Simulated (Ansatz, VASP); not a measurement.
HfIn4SiO6: VASP beside Ansatz

```xyz
12
Lattice="5.2774 0.0000 0.0000 -2.6387 4.5704 0.0000 0.0000 0.0000 10.5590" Properties=species:S:1:pos:R:3 pbc="T T T"
Hf    2.6387    1.5234    0.0000
In    0.0000    0.0000    3.2148
In    0.0000    0.0000    7.3442
In    0.0000    3.0469    8.3331
In    0.0000    3.0469    2.2260
Si    0.0000    0.0000    0.0000
O     3.2747    3.2219    9.5002
O     1.4858    0.1234    1.0589
O     0.8498    1.2250    9.5002
O     2.0027    3.2219    1.0589
O     3.7916    0.1234    9.5002
O     4.4277    1.2250    1.0589
```

Alike in both runs: task single point; functional PBE; k mesh 4 × 4 × 2; occupations fermi-dirac, width 0.05 eV; no spin polarisation; Hubbard terms Hf d U = 3.0 eV.

|  | VASP | Ansatz |
| --- | --- | --- |
| version | VASP 6.6.1 | Ansatz 0.2.0 |
| potentials or method | VASP PAW PBE potentials, release 64 (Hf_pv, In_d, Si, O), cutoff 520 eV | all-electron LAPW, scalar-relativistic |

|  | VASP | Ansatz | Ansatz less VASP |
| --- | --- | --- | --- |
| gap on the k mesh at the Fermi level (eV) | 0.36 | 0.36 | +0.003 |
| least direct gap on the mesh (eV) | 1.75 | 1.77 | +0.022 |
| pressure (GPa) | 0.7 | 0.5 | -0.18 |
| traceless stress, the component that is largest in VASP (GPa) | -0.14 | -0.24 | -0.099 |
| rms of the force components (eV/Å) | 0.090 | 0.077 | -0.0121 |

The programs project onto different local orbitals, so the same U acts differently, and such runs can settle in different states. Atom by atom the forces differ by 0.026 eV/Å (rms over components). Ansatz ran all-electron here, and VASP with PAW potentials.

Spin-orbit coupling is off throughout. Noted on Ansatz's run: U is the effective U less J, on atomic orbitals that reach past the spheres.
